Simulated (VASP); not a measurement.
## NbN: single point with PBE

The system is NbN.

```
Nb N
1.0
     0.00000    2.11855    2.11855
     2.11855    0.00000    2.11855
     2.11855    2.11855    0.00000
Nb N
1 1
Direct
  0.50000 0.50000 0.50000
  0.00000 0.00000 0.00000
```

```
Program                : VASP 6.6.1
Task                   : single point
Functional             : PBE
Potentials or basis    : VASP PAW PBE potentials, release 64 (Nb_sv, N)
Cutoff                 : 600 eV
k mesh                 : 16 × 16 × 16
Occupations            : gaussian, width 0.1 eV
Spin                   : no spin polarisation
Dipole correction      : no
Further INCAR settings : ALGO = Normal; EDIFF = 1e-06; NBANDS = 16
```

```
Pressure               : 51.0 GPa
Band gap on the k mesh : zero (bands 9 and 10 overlap by 4.11 eV)
```

Levels at points of the mesh, in eV from the Fermi level:
| k point | band 7 | band 8 | band 9 | band 10 | band 11 | band 12 |
| --- | --- | --- | --- | --- | --- | --- |
| (0.00, 0.00, 0.00) | -3.67 | -3.67 | -2.32 | -2.32 | -2.32 | -0.14 |
| (0.50, 0.00, 0.00) | -7.88 | -7.88 | 1.79 | 1.79 | 2.36 | 4.83 |
| (0.50, 0.50, 0.00) | -5.81 | -4.22 | -4.22 | 1.91 | 3.35 | 3.35 |

It took 16 s on 1 thread of Intel(R) Xeon(R) 6975P-C (Granite Rapids), on a shared host, peak memory 0.18 GiB.

Caveat: the cell stands under pressure.
